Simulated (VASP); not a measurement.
# SiO2 in VASP: single point with LDA

Aim: the single point of SiO2 with LDA.

Everything below comes from runs of VASP 6.6.1. Logs are shortened: lines on timing, memory, paths and dates and some standing lists are left out, and cuts for length are marked.

### 1 The cell of the first run

The cell holds a sheet with vacuum, 12 atoms: a = 5.410 Å, b = 5.410 Å, c = 18.000 Å, α = 90.00°, β = 90.00°, γ = 120.00°.

### 2 Single point, LDA

INCAR

```
SYSTEM = SiO2
PREC = Accurate
ENCUT = 520
EDIFF = 1E-6
ISMEAR = 0
SIGMA = 0.01
LREAL = .False.
LASPH = .True.
NELM = 120
ALGO = Normal
ISIF = 2
LWAVE = .False.
LCHARG = .False.
GGA = CA
NBANDS = 44
GGA_COMPAT = .False.
NELMDL = -8
```

KPOINTS

```
regular mesh
0
Gamma
  4 4 1
  0 0 0
```

POSCAR

```
SiO2
1.0
    5.4099997492      0.0000000000      0.0000000000
   -2.7049998746      4.6851972172      0.0000000000
    0.0000000000      0.0000000000     18.0000000000
Si O
4 8
Direct
    0.3333333333      0.6666666667      0.5892423768
    0.3333333333      0.6666666667      0.4107576232
    0.6666666667      0.3333333333      0.5892423768
    0.6666666667      0.3333333333      0.4107576232
    0.3333333333      0.6666666667      0.5000000000
    0.6666666667      0.3333333333      0.5000000000
    0.5000000000      0.0000000000      0.6166111408
    0.5000000000      0.0000000000      0.3833888592
    0.0000000000      0.5000000000      0.6166111408
    0.0000000000      0.5000000000      0.3833888592
    0.5000000000      0.5000000000      0.6166111408
    0.5000000000      0.5000000000      0.3833888592
```

Potentials or basis: VASP PAW LDA potentials, release 64 (Si, O).

Run with:

```sh
$ cat potpaw_LDA.64/Si/POTCAR potpaw_LDA.64/O/POTCAR > POTCAR
$ mpirun -np 1 vasp_std > vasp.out
```

OUTCAR:

```text
SYSTEM = SiO2
   PREC = Accurate
   ENCUT = 520
   EDIFF = 1E-6
   ISMEAR = 0
   LREAL = .False.
   LASPH = .True.
   NELM = 120
   ISIF = 2
   GGA = CA
   NELMDL = -8

 ion  position               nearest neighbor table
   1  0.333  0.667  0.589-   5 1.61   7 1.64   9 1.64  11 1.64   3 3.12   3 3.12   3 3.12
   2  0.333  0.667  0.411-   5 1.61   8 1.64  10 1.64  12 1.64   4 3.12   4 3.12   4 3.12
   3  0.667  0.333  0.589-   6 1.61   7 1.64   9 1.64  11 1.64   1 3.12   1 3.12   1 3.12
   4  0.667  0.333  0.411-   6 1.61   8 1.64  10 1.64  12 1.64   2 3.12   2 3.12   2 3.12
   5  0.333  0.667  0.500-   1 1.61   2 1.61
   6  0.667  0.333  0.500-   3 1.61   4 1.61
   7  0.500  0.000  0.617-   1 1.64   3 1.64
   8  0.500  0.000  0.383-   2 1.64   4 1.64
   9  0.000  0.500  0.617-   1 1.64   3 1.64
  10  0.000  0.500  0.383-   2 1.64   4 1.64
  11  0.500  0.500  0.617-   1 1.64   3 1.64
  12  0.500  0.500  0.383-   2 1.64   4 1.64

  LATTYP: Found a hexagonal cell.
 ALAT       =     5.4099997492
 C/A-ratio  =     3.3271720581

  Lattice vectors:

 A1 = (   5.4099997492,   0.0000000000,   0.0000000000)
 A2 = (  -2.7049998746,   4.6851972172,   0.0000000000)
 A3 = (   0.0000000000,   0.0000000000,  18.0000000000)

Analysis of symmetry for initial positions (statically):
=====================================================================
 Subroutine PRICEL returns:
 Original cell was already a primitive cell.

 Routine SETGRP: Setting up the symmetry group for a
 hexagonal supercell.

 Subroutine GETGRP returns: Found 24 space group operations
 (whereof 24 operations were pure point group operations)
 out of a pool of 24 trial point group operations.

The static configuration has the point symmetry D_6h.

Analysis of symmetry for dynamics (positions and initial velocities):
=====================================================================
 Subroutine PRICEL returns:
 Original cell was already a primitive cell.

 Routine SETGRP: Setting up the symmetry group for a
 hexagonal supercell.

 Subroutine GETGRP returns: Found 24 space group operations
 (whereof 24 operations were pure point group operations)
 out of a pool of 24 trial point group operations.

The dynamic configuration has the point symmetry D_6h.

 Subroutine INISYM returns: Found 24 space group operations
 (whereof 24 operations are pure point group operations),
[... 104 lines left out ...]
   TEBEG  =    0.0;   TEEND  =   0.0 temperature during run
   PSTRESS=    0.0 pullay stress
   NELECT =      64.0000    total number of electrons
   NUPDOWN=      -1.0000    fix difference up-down
   EMIN   =  10.00;   EMAX   =-10.00  energy-range for DOS
   EFERMI =   0.00;   METHOD = LEGACY
   ISMEAR =     0;   SIGMA  =   0.01  broadening in eV -4-tet -1-fermi 0-gaus
   EFERMI_NEDOS =   21; number of points for ismear=-14 and -15
   IALGO  =     38    algorithm
   IMIX   =      4    mixing-type and parameters
     AMIX     =   0.40;   BMIX     =  1.00
     AMIX_MAG =   1.60;   BMIX_MAG =  1.00
  volume/ion in A,a.u.               =      38.02       256.57
  Fermi-wavevector in a.u.,A,eV,Ry     =   0.850620  1.607439  9.844556  0.723554
  Thomas-Fermi vector in A             =   1.966626
   LORBIT       =      0    0 simple, 1 ext, 2 COOP (PROOUT), +10 PAW based schemes
   GGA     = CA    functional components
   LHFCALC =     F    Hartree Fock is set to
   AEXX    =    0.0000 exact exchange contribution
   IVDW    =     0    specifies the selected vdW correction
   LEPSILON=     F    determine dielectric tensor
   LRPA    =     F    only Hartree local field effects (RPA)
 non-spin polarized calculation
 Gauss-broadening in eV      SIGMA  =   0.01
  energy-cutoff  :      520.00
  volume of cell :      456.24
 maximum number of plane-waves:     12322
   NGX = 21   NGY = 21   NGZ = 67

 number of electron      64.0000029 magnetization

 Free energy of the ion-electron system (eV)
  ---------------------------------------------------
  ext. energy  EPLUGINS =         0.00000000
  ---------------------------------------------------
  free energy    TOTEN  =      -103.10991421 eV

  energy without entropy =     -103.10991421  energy(sigma->0) =     -103.10991421

 E-fermi :  -5.0714     XC(G=0):  -3.7967

 val. band max:       -5.1243593507   @ k =   0.0000   0.0000   0.0000
 cond. band min:       0.2821271722   @ k =   0.0000   0.0000   0.0000
 fundamental gap:      5.4064865228
 Fermi energy:        -5.0713827524

 k-point     1 :       0.0000    0.0000    0.0000
  band No.  band energies     occupation
      1     -24.1962      2.00000
      2     -23.6014      2.00000
      3     -22.6504      2.00000
      4     -22.1313      2.00000
      5     -22.1313      2.00000
      6     -22.1117      2.00000
[... 177 lines left out ...]
     43       5.0688      0.00000
     44       5.4624      0.00000

------------------------ aborting loop because EDIFF is reached ----------------------------------------

  FORCE on cell =-STRESS in cart. coord.  units (eV):
  Direction    XX          YY          ZZ          XY          YZ          ZX
  --------------------------------------------------------------------------------------
  -------------------------------------------------------------------------------------
  Total      -12.0152213    -12.0152213      0.4374107      0.0000000      0.0000000      0.0000000
  in kB      -42.1934202    -42.1934202      1.5360396      0.0000000      0.0000000      0.0000000
  external PRESSURE =     -27.6169336 kB  Pullay stress =       0.0000000 kB

 VOLUME and BASIS-vectors are now :
 -----------------------------------------------------------------------------
  energy-cutoff  :      520.00
  volume of cell :      456.24
      direct lattice vectors                 reciprocal lattice vectors
     5.409999749  0.000000000  0.000000000     0.184842892  0.106719094  0.000000000
    -2.704999875  4.685197217  0.000000000     0.000000000  0.213438187  0.000000000
     0.000000000  0.000000000 18.000000000     0.000000000  0.000000000  0.055555556

 POSITION                                       TOTAL-FORCE (eV/Angst)
 -----------------------------------------------------------------------------------
     -0.00000      3.12346     10.60636        -0.000000      0.000000      0.073051
     -0.00000      3.12346      7.39364         0.000000      0.000000     -0.073051
      2.70500      1.56173     10.60636        -0.000000     -0.000000      0.073051
      2.70500      1.56173      7.39364         0.000000     -0.000000     -0.073051
     -0.00000      3.12346      9.00000        -0.000000      0.000000      0.000000
      2.70500      1.56173      9.00000         0.000000     -0.000000      0.000000
      2.70500      0.00000     11.09900         0.000000     -0.000000      0.014747
      2.70500      0.00000      6.90100        -0.000000      0.000000     -0.014747
     -1.35250      2.34260     11.09900         0.000000     -0.000000      0.014747
     -1.35250      2.34260      6.90100        -0.000000      0.000000     -0.014747
      1.35250      2.34260     11.09900        -0.000000      0.000000      0.014747
      1.35250      2.34260      6.90100        -0.000000      0.000000     -0.014747
 -----------------------------------------------------------------------------------
    total drift:                               -0.000000      0.000000      0.000000

  FREE ENERGIE OF THE ION-ELECTRON SYSTEM (eV)
  ---------------------------------------------------
  free  energy   TOTEN  =      -103.1099142074 eV

  energy  without entropy=     -103.1099142074  energy(sigma->0) =     -103.10991421
```

stdout:

```text
POSCAR found type information on POSCAR SiO
 POSCAR found :  2 types and      12 ions
 scaLAPACK will be used
 LDA part: xc-table for (Slater(with rela. corr.)+CA(PZ))
 , standard interpolation
 POSCAR, INCAR and KPOINTS ok, starting setup
 FFT: planning ... GRIDC
 FFT: planning ... GRID_SOFT
 FFT: planning ... GRID
 WAVECAR not read
 entering main loop
```

It took 2 min on 1 thread of AMD EPYC 7R13 (Zen 3), shared host; peak memory 0.36 GiB.

What came out:

```
Free energy            : -103.1099 eV
Largest force          : 0.073 eV/Å
Band gap on the k mesh : 5.41 eV
```

Forces on the atoms (eV/Å):
```
Si   0.000  0.000  0.073
Si   0.000  0.000 -0.073
Si   0.000  0.000  0.073
Si   0.000  0.000 -0.073
O    0.000  0.000  0.000
O    0.000  0.000  0.000
O    0.000  0.000  0.015
O    0.000  0.000 -0.015
O    0.000  0.000  0.015
O    0.000  0.000 -0.015
O    0.000  0.000  0.015
O    0.000  0.000 -0.015
```

Levels at points of the mesh, in eV from the valence-band top:
```csv
k point,band 29,band 30,band 31,band 32,band 33,band 34,band 35,band 36
"(0.00, 0.00, 0.00)",-0.22,-0.22,-0.01,0.00,5.41,6.48,7.38,8.07
"(0.50, 0.00, 0.00)",-0.75,-0.66,-0.65,-0.17,7.46,7.58,7.63,8.48
```
